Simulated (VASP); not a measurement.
A run of VASP 6.6.1 is set up as follows.

File INCAR:

```
PREC     = Accurate       # precision mode
ENCUT    = 520            # plane-wave cutoff, eV
EDIFF    = 1E-6           # SCF threshold, eV
ISMEAR   = -1             # smearing method
SIGMA    = 0.02           # smearing width, eV
LREAL    = F              # projectors in reciprocal space
LASPH    = T              # aspherical terms in the spheres
NELM     = 100            # most SCF steps
ALGO     = Normal         # electronic algorithm
ISIF     = 2              # what is computed and relaxed
LWAVE    = F              # write WAVECAR
LCHARG   = F              # write CHGCAR
GGA      = PE             # functional
NBANDS   = 30             # bands
```

The input KPOINTS:

```
Automatic mesh
0
Gamma
  4 4 4
```

Contents of POSCAR:

```
CsSnI3
1.0
    6.2414907695      0.0000000000      0.0000000000
    0.0000000000      6.2414907695      0.0000000000
    0.0000000000      0.0000000000      6.2414907695
Cs Sn I
1 1 3
Direct
    0.0000000000      0.0000000000      0.0000000000
    0.5000000000      0.5000000000      0.5000000000
    0.5000000000      0.5000000000      0.0000000000
    0.5000000000      0.0000000000      0.5000000000
    0.0000000000      0.5000000000      0.5000000000
```

Potentials or basis: VASP PAW PBE potentials, release 64 (Cs_sv, Sn_d, I).

Command:

```bash
$ cat potpaw_PBE.64/Cs_sv/POTCAR potpaw_PBE.64/Sn_d/POTCAR potpaw_PBE.64/I/POTCAR > POTCAR
$ mpirun -np 1 vasp_std > vasp.out
```

Predict the pressure.

0.5 GPa.

What does it give for the band gap on the k mesh?

0.38 eV.

Caveat: spin-orbit coupling is left out, which moves the levels of the heavy elements. A k mesh can miss the band edges.
